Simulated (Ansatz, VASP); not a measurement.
# Two plane-wave programs on CaO

```
Ca O
1.0
     3.99198    0.00000    0.00000
    -1.99599    3.45715    0.00000
     0.00000    0.00000    4.78484
Ca O
2 2
Direct
  0.66667 0.33333 0.25000
  0.33333 0.66667 0.75000
  0.66667 0.33333 0.75000
  0.33333 0.66667 0.25000
```

Alike in both runs: task single point; functional PBE; k mesh 8 × 8 × 6; occupations fermi-dirac, width 0.05 eV; no spin polarisation.

|  | VASP | Ansatz |
| --- | --- | --- |
| version | VASP 6.6.1 | Ansatz 0.2.0 |
| potentials or method | VASP PAW PBE potentials, release 64 (Ca_sv, O) | Ansatz PAW |
| plane-wave cutoff (eV) | 520 | 420 |
| valence electrons in the cell | 32 | 32 |

```tsv
	VASP	Ansatz	Ansatz less VASP
gap on the k mesh at the Fermi level (eV)	3.16	3.18	+0.015
least direct gap on the mesh (eV)	3.16	3.18	+0.015
pressure (GPa)	1.5	1.0	-0.50
traceless stress, the component that is largest in VASP (GPa)	0.25	0.23	-0.021
```
